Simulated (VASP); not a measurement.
A run of VASP 6.6.1 is set up as follows.

Contents of INCAR:

```
SYSTEM = SiNi3
ALGO = Normal ; EDIFF = 1E-6
ENCUT = 540 ; GGA = PS
GGA_COMPAT = .FALSE. ; ISMEAR = 0
ISPIN = 2 ; KPAR = 2
LASPH = .TRUE. ; LCHARG = .FALSE.
LDAU = .TRUE. ; LDAUJ = 0 0
LDAUL = 2 -1 ; LDAUTYPE = 2
LDAUU = 3 0 ; LMAXMIX = 4
LORBIT = 11 ; LREAL = .FALSE.
LWAVE = .FALSE. ; MAGMOM = 1 -1 1 0
NBANDS = 47 ; NELM = 200
PREC = Accurate ; SIGMA = 0.04
```

KPOINTS

```
Automatic mesh
0
Gamma
  12 12 12
  0 0 0
```

KPOINTS_OPT

```
path GXMGRX,MR
12
line-mode
reciprocal
 0.0000000000  0.0000000000  0.0000000000  G
 0.0000000000  0.5000000000  0.0000000000  X

 0.0000000000  0.5000000000  0.0000000000  X
 0.5000000000  0.5000000000  0.0000000000  M

 0.5000000000  0.5000000000  0.0000000000  M
 0.0000000000  0.0000000000  0.0000000000  G

 0.0000000000  0.0000000000  0.0000000000  G
 0.5000000000  0.5000000000  0.5000000000  R

 0.5000000000  0.5000000000  0.5000000000  R
 0.0000000000  0.5000000000  0.0000000000  X

 0.5000000000  0.5000000000  0.0000000000  M
 0.5000000000  0.5000000000  0.5000000000  R
```

POSCAR

```
SiNi3
1.0
    3.5420000000      0.0000000000      0.0000000000
    0.0000000000      3.5420000000      0.0000000000
    0.0000000000      0.0000000000      3.5420000000
Ni Si
3 1
Direct
    0.5000000000      0.5000000000      0.0000000000
    0.5000000000      0.0000000000      0.5000000000
    0.0000000000      0.5000000000      0.5000000000
    0.0000000000      0.0000000000      0.0000000000
```

Potentials or basis: VASP PAW PBE potentials, release 64 (Ni, Si).

Command:

```bash
$ cat potpaw_PBE.64/Ni/POTCAR potpaw_PBE.64/Si/POTCAR > POTCAR
$ mpirun -np 2 vasp_std > vasp.out
```

(1) What does it give for the band gap along the path?

(2) Estimate the site moments.

(3) Estimate the pressure.

## Answers

(1) zero within the smearing.

(2) Ni +0.05; Si -0.01 μB.

(3) -20.1 GPa.

Caveat: the cell stands under tension; the moments typed at the start vanished in this run; the PAW data sets were made with another functional, which shifts forces and pressure a little; the U is typed as a test and isn't derived for this compound.
